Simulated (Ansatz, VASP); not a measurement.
B: VASP beside Ansatz

```
CELL_PARAMETERS angstrom
2.79063 -1.44563 0.00019
2.79063 1.44563 0.00019
-0.14422 0.00000 3.23321
ATOMIC_POSITIONS crystal
B 0.09697 0.09697 0.30521
B 0.90303 0.90303 0.69479
B 0.23086 0.23086 0.82936
B 0.76914 0.76914 0.17064
```

Change from the starting cell: the structure that the rattled graphite type (P6_3/mmc, No. 194) fell into.

Alike in both runs: functional PBEsol; k mesh 18 × 18 × 14; occupations gaussian, width 0.1 eV; no spin polarisation.

Ansatz relaxed the structure, and its values are those at the end. VASP's run is a single point on that final structure, the one shown.

```csv
,VASP,Ansatz
version,VASP 6.6.1,Ansatz 0.2.0
potentials or method,"VASP PAW PBE potentials, release 64 (B), cutoff 520 eV","scalar-relativistic, plane waves, PAW"
valence electrons in the cell,12,12
```

```csv
,VASP,Ansatz,Ansatz less VASP
gap on the k mesh at the Fermi level (eV),none,none,-
pressure (GPa),0.3,0.0,-0.33
```

VASP's potentials were made for PBE, not for PBEsol. A gap of «none» marks a metal or a gap that the smearing closes.
